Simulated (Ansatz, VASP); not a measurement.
SrCl2: VASP beside Ansatz

```
Sr Cl
1.0
     0.00000    3.49765    3.49765
     3.49765    0.00000    3.49765
     3.49765    3.49765    0.00000
Sr Cl
1 2
Direct
  0.00000 0.00000 0.00000
  0.25000 0.25000 0.25000
  0.75000 0.75000 0.75000
```

Alike in both runs: task single point; functional PBE-based global hybrid; k mesh 4 × 4 × 4; no spin polarisation.

```csv
,VASP,Ansatz
version,VASP 6.6.1,Ansatz 0.2.0
potentials or method,"VASP PAW PBE potentials, release 64 (Sr_sv, Cl)",plane waves
plane-wave cutoff (eV),520,420
occupations,"gaussian, width 0.01 eV",fixed
valence electrons in the cell,24,24
```

```csv
,VASP,Ansatz,Ansatz less VASP
gap on the k mesh at the Fermi level (eV),8.14,8.13,-0.008
pressure (GPa),-0.1,-0.1,-0.01
```

VASP's potentials were made for PBE, not for PBE-based global hybrid. Ansatz's warnings: stress exchange threshold loose, stress scf threshold loose.
